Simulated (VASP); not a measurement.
A run of VASP 6.6.1:

The input INCAR:

```
SYSTEM = O
  ALGO = Normal
  EDIFF = 1E-6
  ENCUT = 520
  GGA = PE
  ISIF = 2
  ISMEAR = -1
  ISPIN = 2
  LASPH = .True.
  LCHARG = .False.
  LORBIT = 11
  LREAL = .False.
  LWAVE = .False.
  MAGMOM = 1 1
  NBANDS = 17
  NELM = 150
  PREC = Accurate
  SIGMA = 0.02
```

KPOINTS

```
k-points
0
Gamma
  8 8 8
  0 0 0
```

The input POSCAR:

```
O
1.0
    1.7077983607      0.9859978433      3.8051945654
   -1.7077983607      0.9859978433      3.8051945654
    0.0000000000     -1.9719956866      3.8051945654
O
2
Direct
    0.9453852800      0.9453852800      0.9453852800
    0.0546147200      0.0546147200      0.0546147200
```

Potentials or basis: VASP PAW PBE potentials, release 64 (O).

Run with:

```sh
$ cat potpaw_PBE.64/O/POTCAR > POTCAR
$ mpirun -np 1 vasp_std > vasp.out
```

Hardware: 1 thread of Intel(R) Xeon(R) Platinum 8375C CPU @ 2.90GHz (Ice Lake) (shared host).

Q: How long does it take, and how much memory?

A: Wall time 51 s on 1 thread of Intel(R) Xeon(R) Platinum 8375C CPU @ 2.90GHz (Ice Lake), with other jobs on the host, peak memory 0.22 GiB. Counts: scf iterations 13, k points 65.
